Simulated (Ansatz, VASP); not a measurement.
**Mg3CdS4 in VASP and in Ansatz**

```
Mg Cd S
1.0
    -2.65309    2.65309    5.31623
     2.65309   -2.65309    5.31623
     2.65309    2.65309   -5.31623
Mg Cd S
3 1 4
Direct
  0.00000 0.00000 0.00000
  0.75000 0.25000 0.50000
  0.25000 0.75000 0.50000
  0.50000 0.50000 0.00000
  0.75783 0.75783 0.00000
  0.24217 0.24217 0.00000
  0.50000 0.00000 0.50000
  0.00000 0.50000 0.50000
```

Alike in both runs: task relaxation of cell and atoms; functional PBE; k mesh 8 × 8 × 8; occupations gaussian, width 0.02 eV; no spin polarisation.

```csv
,VASP,Ansatz
version,VASP 6.6.1,Ansatz 0.2.0
potentials or method,"VASP PAW PBE potentials, release 64 (Mg, Cd, S), cutoff 600 eV","scalar-relativistic, plane waves, PAW"
valence electrons in the cell,42,74
```

|  | VASP | Ansatz | Ansatz less VASP |
| --- | --- | --- | --- |
| gap on the k mesh at the Fermi level, each at its own relaxed structure (eV) | 0.94 | 0.95 | +0.010 |
| relaxed volume (Å³/atom) | 18.69 | 18.71 | +0.022 |
| relaxed length of the cell vector where the two differ most in proportion (Å) | 6.504 | 6.507 | +0.0032 |

VASP's potentials hold 42 valence electrons a cell and Ansatz's 74, so a difference there can come from the potentials and not from the codes.
